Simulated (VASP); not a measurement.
# Ni (Fm-3m) in VASP: further runs

The runs below take Ni through single point, with PBE.

Program: VASP 6.6.1. These are calculated values, not measurements. Logs are shortened: lines on timing, memory, paths and dates and some standing lists are left out, and cuts for length are marked.

### 1 The cell of the first run

Symmetry: Fm-3m, No. 225, cubic system. Conventional cell: a = 3.535 Å, b = 3.535 Å, c = 3.535 Å, α = 90.00°, β = 90.00°, γ = 90.00°. Ni (site symmetry m-3m) has 12 Ni at 2.50 Å within 3.3 Å.

### 2 Single point, PBE, collinear spin

Contents of INCAR:

```
SYSTEM = Ni
  PREC = Accurate
  ENCUT = 520
  EDIFF = 1E-6
  ISMEAR = -1
  SIGMA = 0.05
  LREAL = .FALSE.
  LASPH = .TRUE.
  NELM = 150
  ALGO = Normal
  ISIF = 2
  LWAVE = .FALSE.
  LCHARG = .TRUE.
  ISPIN = 2
  MAGMOM = 0 2
  LORBIT = 11
  LMAXMIX = 4
  GGA = PE
  LELF = .TRUE.
  LVHAR = .TRUE.
  NBANDS = 21
```

Contents of KPOINTS:

```
Automatic mesh
0
G
  6 12 12
  0 0 0
```

Contents of POSCAR:

```
Ni
1.0
    0.0000000000      3.5347000000      3.5347000000
    1.7673500000      0.0000000000      1.7673500000
    1.7673500000      1.7673500000      0.0000000000
Ni
2
Direct
    0.0000000000      0.0000000000      0.0000000000
    0.5000000000      0.0000000000      0.0000000000
```

Potentials or basis: VASP PAW PBE potentials, release 64 (Ni).

Command:

```sh
$ cat potpaw_PBE.64/Ni/POTCAR > POTCAR
$ mpirun -np 1 vasp_std > vasp.out
```

OUTCAR:

```text
SYSTEM = Ni
   PREC = Accurate
   ENCUT = 520
   EDIFF = 1E-6
   ISMEAR = -1
   LREAL = .FALSE.
   LASPH = .TRUE.
   NELM = 150
   ISIF = 2
   ISPIN = 2
   LORBIT = 11
   GGA = PE

 ion  position               nearest neighbor table
   1  0.000  0.000  0.000-   2 2.50   2 2.50   2 2.50   2 2.50   2 2.50   2 2.50
   2  0.500  0.000  0.000-   1 2.50   1 2.50   1 2.50   1 2.50   1 2.50   1 2.50

  LATTYP: Found a trigonal (rhomboedric) cell.
 ALAT       =     4.3291056969
 COS(alpha) =     0.8333333333

  Lattice vectors:

 A1 = (   1.7673500000,  -1.7673500000,  -3.5347000000)
 A2 = (   3.5347000000,  -1.7673500000,  -1.7673500000)
 A3 = (   1.7673500000,  -3.5347000000,  -1.7673500000)

Analysis of symmetry for initial positions (statically):
=====================================================================
 Subroutine PRICEL returns following result:

  LATTYP: Found a face centered cubic cell.
 ALAT       =     3.5347000000

  Lattice vectors:

 A1 = (   0.0000000000,   1.7673500000,   1.7673500000)
 A2 = (   1.7673500000,   0.0000000000,   1.7673500000)
 A3 = (   1.7673500000,   1.7673500000,   0.0000000000)

   2 primitive cells build up your supercell.

 Routine SETGRP: Setting up the symmetry group for a
 trigonal (rhombohedral) supercell.

 Subroutine GETGRP returns: Found 12 space group operations
 (whereof 12 operations were pure point group operations)
 out of a pool of 12 trial point group operations.

The static configuration has the point symmetry D_3d.

Analysis of symmetry for dynamics (positions and initial velocities):
=====================================================================
 Subroutine PRICEL returns following result:

  LATTYP: Found a face centered cubic cell.
 ALAT       =     3.5347000000

  Lattice vectors:

 A1 = (   0.0000000000,   1.7673500000,   1.7673500000)
 A2 = (   1.7673500000,   0.0000000000,   1.7673500000)
 A3 = (   1.7673500000,   1.7673500000,   0.0000000000)

   2 primitive cells build up your supercell.

 Routine SETGRP: Setting up the symmetry group for a
 trigonal (rhombohedral) supercell.

 Subroutine GETGRP returns: Found 12 space group operations
 (whereof 12 operations were pure point group operations)
 out of a pool of 12 trial point group operations.

The dynamic configuration has the point symmetry D_3d.

Analysis of structural, dynamic, and magnetic symmetry:
=====================================================================
 Subroutine PRICEL returns:
 Original cell was already a primitive cell.

 Routine SETGRP: Setting up the symmetry group for a
 trigonal (rhombohedral) supercell.

 Subroutine GETGRP returns: Found 12 space group operations
 (whereof 12 operations were pure point group operations)
 out of a pool of 12 trial point group operations.

The overall configuration has the point symmetry D_3d.

 Subroutine INISYM returns: Found 12 space group operations
 (whereof 12 operations are pure point group operations),
 and found     1 'primitive' translations

----------------------------------------------------------------------------------------

                                     Primitive cell

  volume of cell :      22.0815

  direct lattice vectors                    reciprocal lattice vectors
     0.000000000  3.534700000  3.534700000    -0.141454720  0.141454720  0.141454720
     1.767350000  0.000000000  1.767350000     0.282909441 -0.282909441  0.282909441
     1.767350000  1.767350000  0.000000000     0.282909441  0.282909441 -0.282909441

  length of vectors
     4.998820679  2.499410339  2.499410339     0.245006763  0.490013525  0.490013525

  position of ions in fractional coordinates (direct lattice)
     0.000000000  0.000000000  0.000000000
     0.500000000  0.000000000  0.000000000

  ion indices of the primitive-cell ions
   primitive index   ion index
                 1           1
                 2           2

----------------------------------------------------------------------------------------

 KPOINTS: Automatic mesh

Automatic generation of k-mesh.
 Grid dimensions read from file:
 generate k-points for:    6   12   12

 Generating k-lattice:

  Cartesian coordinates                     Fractional coordinates (reciprocal lattice)
    -0.023575787  0.023575787  0.023575787     0.166666667  0.000000000  0.000000000
     0.023575787 -0.023575787  0.023575787     0.000000000  0.083333333  0.000000000
     0.023575787  0.023575787 -0.023575787     0.000000000  0.000000000  0.083333333

  Length of vectors
     0.040834460  0.040834460  0.040834460

  Shift w.r.t. Gamma in fractional coordinates (k-lattice)
     0.000000000  0.000000000  0.000000000

 -----------------------------------------------------------------------------
|                                                                             |
|           W    W    AA    RRRRR   N    N  II  N    N   GGGG   !!!           |
|           W    W   A  A   R    R  NN   N  II  NN   N  G    G  !!!           |
|           W    W  A    A  R    R  N N  N  II  N N  N  G       !!!           |
|           W WW W  AAAAAA  RRRRR   N  N N  II  N  N N  G  GGG   !            |
|           WW  WW  A    A  R   R   N   NN  II  N   NN  G    G                |
|           W    W  A    A  R    R  N    N  II  N    N   GGGG   !!!           |
|                                                                             |
|     Your reciprocal lattice and k-lattice belong to different lattice       |
|     classes:                                                                |
|                                                                             |
|        The reciprocal lattice is rhombohedral (trigonal),                   |
|        whereas your k-lattice is body-centered cubic.                       |
|                                                                             |
|     Results are often still useful ...                                      |
|                                                                             |
 -----------------------------------------------------------------------------

 Subroutine IBZKPT returns following result:
 ===========================================

 Found     98 irreducible k-points:

 Following reciprocal coordinates:
            Coordinates               Weight
[... 18 lines left out ...]
 SYSTEM =  Ni
   PREC   = accura    normal or accurate (medium, high low for compatibility)
   ISTART =      0    job   : 0-new  1-cont  2-samecut
   ICHARG =      2    charge: 1-file 2-atom 10-const
   ISPIN  =      2    spin polarized calculation?
   LNONCOLLINEAR =      F non collinear calculations
   LSORBIT =      F    spin-orbit coupling
   LASPH  =      T    aspherical Exc in radial PAW
   ENCUT  =  520.0 eV  38.22 Ry    6.18 a.u.   9.29  4.65  4.65*2*pi/ulx,y,z
   NELM   =    150;   NELMIN=  2; NELMDL= -5     # of ELM steps
   EDIFF  = 0.1E-05   stopping-criterion for ELM
   LREAL  =      F    real-space projection
   EDIFFG = 0.1E-04   stopping-criterion for IOM
   NSW    =      0    number of steps for IOM
   IBRION =     -1    ionic relax: 0-MD 1-quasi-New 2-CG
   NFREE  =      0    steps in history (QN), initial steepest desc. (CG)
   ISIF   =      2    stress and relaxation
   ISYM   =      2    0-nonsym 1-usesym 2-fastsym
   POTIM  = 0.5000    time-step for ionic-motion
   TEBEG  =    0.0;   TEEND  =   0.0 temperature during run
   PSTRESS=    0.0 pullay stress
   NELECT =      20.0000    total number of electrons
   NUPDOWN=      -1.0000    fix difference up-down
   EMIN   =  10.00;   EMAX   =-10.00  energy-range for DOS
   EFERMI =   0.00;   METHOD = LEGACY
   ISMEAR =    -1;   SIGMA  =   0.05  broadening in eV -4-tet -1-fermi 0-gaus
   EFERMI_NEDOS =   21; number of points for ismear=-14 and -15
   IALGO  =     38    algorithm
   IMIX   =      4    mixing-type and parameters
     AMIX     =   0.40;   BMIX     =  1.00
     AMIX_MAG =   1.60;   BMIX_MAG =  1.00
  volume/ion in A,a.u.               =      11.04        74.51
  Fermi-wavevector in a.u.,A,eV,Ry     =   1.583953  2.993237 34.135750  2.508907
  Thomas-Fermi vector in A             =   2.683645
   LORBIT       =     11    0 simple, 1 ext, 2 COOP (PROOUT), +10 PAW based schemes
   GGA     = PE    functional components
   LHFCALC =     F    Hartree Fock is set to
   AEXX    =    0.0000 exact exchange contribution
   IVDW    =     0    specifies the selected vdW correction
   LEPSILON=     F    determine dielectric tensor
   LRPA    =     F    only Hartree local field effects (RPA)
 spin polarized calculation
  energy-cutoff  :      520.00
  volume of cell :       22.08
 maximum number of plane-waves:       609
 NGX is ok and might be reduce to    40
   NGX = 19   NGY =  9   NGZ =  9

 number of electron      20.0000020 magnetization       1.3548215

 Free energy of the ion-electron system (eV)
  ---------------------------------------------------
  ext. energy  EPLUGINS =         0.00000000
  ---------------------------------------------------
  free energy    TOTEN  =       -10.95112101 eV

  energy without entropy =      -10.92271839  energy(sigma->0) =      -10.93691970

 E-fermi :   9.1659     XC(G=0): -13.1705

 val. band max:        9.1600809764   @ k =   0.3333   0.3333   0.1667
 cond. band min:       9.1896762510   @ k =   0.1667   0.5000   0.1667
 fundamental gap:      0.0295952746
 Fermi energy:         9.1658551886

 spin component 1

 k-point     1 :       0.0000    0.0000    0.0000
  band No.  band energies     occupation
      1       0.2611      1.00000
      2       4.3906      1.00000
      3       6.7340      1.00000
      4       6.7340      1.00000
      5       6.7340      1.00000
      6       6.7585      1.00000
[... 13 lines left out ...]
     20      36.5126      0.00000
     21      36.5127      0.00000

 k-point     2 :       0.1667    0.0000    0.0000
  band No.  band energies     occupation
      1       0.5290      1.00000
      2       4.2667      1.00000
      3       6.6681      1.00000
      4       6.7913      1.00000
      5       6.7913      1.00000
      6       6.7961      1.00000
[... 520 lines left out ...]
 k-point    24 :       0.1667    0.3333    0.0000
  band No.  band energies     occupation
      1       3.4907      1.00000
      2       5.2470      1.00000
      3       5.5217      1.00000
      4       6.3818      1.00000
      5       6.8692      1.00000
      6       7.0185      1.00000
[... 13 lines left out ...]
     20      34.4792      0.00000
     21      38.7144      0.00000

 [... further k-points ...]

 spin component 2

 k-point     1 :       0.0000    0.0000    0.0000
  band No.  band energies     occupation
      1       0.2264      1.00000
      2       4.8567      1.00000
      3       7.4258      1.00000
      4       7.4258      1.00000
      5       7.5440      1.00000
      6       7.5442      1.00000
[... 13 lines left out ...]
     20      36.5072      0.00000
     21      36.5182      0.00000

 k-point     2 :       0.1667    0.0000    0.0000
  band No.  band energies     occupation
      1       0.4946      1.00000
      2       4.6401      1.00000
      3       7.4681      1.00000
      4       7.4709      1.00000
      5       7.4709      1.00000
      6       7.6036      1.00000
[... 520 lines left out ...]
 k-point    24 :       0.1667    0.3333    0.0000
  band No.  band energies     occupation
      1       3.5583      1.00000
      2       5.7140      1.00000
      3       6.0943      1.00000
      4       7.0034      1.00000
      5       7.5531      1.00000
      6       7.6809      1.00000
[... 13 lines left out ...]
     20      34.5892      0.00000
     21      38.6950      0.00000

 [... further k-points ...]
[... 5 lines left out ...]
  --------------------------------------------------------------------------------------
  -------------------------------------------------------------------------------------
  Total       -0.3065931     -0.3065931     -0.3065931      0.0000850     -0.0000850      0.0000850
  in kB      -22.2456588    -22.2456588    -22.2456588      0.0061679     -0.0061679      0.0061679
  external PRESSURE =     -22.2456588 kB  Pullay stress =       0.0000000 kB

 VOLUME and BASIS-vectors are now :
 -----------------------------------------------------------------------------
  energy-cutoff  :      520.00
  volume of cell :       22.08
      direct lattice vectors                 reciprocal lattice vectors
     0.000000000  3.534700000  3.534700000    -0.141454720  0.141454720  0.141454720
     1.767350000  0.000000000  1.767350000     0.282909441 -0.282909441  0.282909441
     1.767350000  1.767350000  0.000000000     0.282909441  0.282909441 -0.282909441

 POSITION                                       TOTAL-FORCE (eV/Angst)
 -----------------------------------------------------------------------------------
      0.00000      0.00000      0.00000         0.000000     -0.000000      0.000000
      0.00000      1.76735      1.76735        -0.000000      0.000000     -0.000000
 -----------------------------------------------------------------------------------
    total drift:                               -0.000000     -0.000000     -0.000000

  FREE ENERGIE OF THE ION-ELECTRON SYSTEM (eV)
  ---------------------------------------------------
  free  energy   TOTEN  =       -10.9511210123 eV

  energy  without entropy=      -10.9227183882  energy(sigma->0) =      -10.93691970

 total charge

# of ion       s       p       d       tot
------------------------------------------
    1        0.493   0.486   8.303   9.282
    2        0.493   0.487   8.304   9.284
--------------------------------------------------
tot          0.986   0.973  16.607  18.566

 magnetization (x)

# of ion       s       p       d       tot
------------------------------------------
    1       -0.006  -0.026   0.723   0.692
    2       -0.006  -0.026   0.722   0.690
--------------------------------------------------
tot         -0.012  -0.051   1.445   1.382
```

Wall time 44 s (1 thread of Intel Xeon 6975P-C (Granite Rapids), shared host); peak memory 0.19 GiB.

Results:

- Free energy: -10.9511 eV
- Pressure: -2.2 GPa
- Net moment: 1.35 μB per cell
- Site moments: Ni +0.69 μB
- Valence electrons inside the program's atomic spheres: Ni 9.28

Levels at points of the mesh, in eV from the Fermi level:
Spin up:
| k point | band 9 | band 10 | band 11 | band 12 | band 13 | band 14 |
| --- | --- | --- | --- | --- | --- | --- |
| (0.00, 0.00, 0.00) | -1.28 | -0.64 | -0.64 | -0.26 | 5.54 | 22.11 |
| (0.50, 0.00, 0.00) | -1.21 | -1.21 | -1.21 | -1.21 | 14.27 | 14.27 |
| (0.00, 0.50, 0.00) | -0.52 | -0.52 | -0.26 | 2.44 | 5.54 | 9.08 |
| (0.50, 0.50, 0.00) | -0.60 | -0.60 | 2.19 | 2.19 | 8.35 | 8.35 |
Spin down:
| k point | band 6 | band 7 | band 8 | band 9 | band 10 | band 11 | band 12 | band 13 |
| --- | --- | --- | --- | --- | --- | --- | --- | --- |
| (0.00, 0.00, 0.00) | -1.62 | -1.62 | -0.64 | -0.64 | -0.32 | 0.17 | 0.17 | 6.00 |
| (0.50, 0.00, 0.00) | -1.46 | -1.46 | -1.46 | -0.51 | -0.51 | -0.50 | -0.50 | 14.42 |
| (0.00, 0.50, 0.00) | -0.32 | 0.08 | 0.17 | 0.17 | 0.41 | 0.41 | 2.40 | 6.00 |
| (0.50, 0.50, 0.00) | -1.74 | -0.87 | -0.87 | 0.23 | 0.23 | 2.58 | 2.59 | 8.56 |

(Continued in part 2 of 2.)
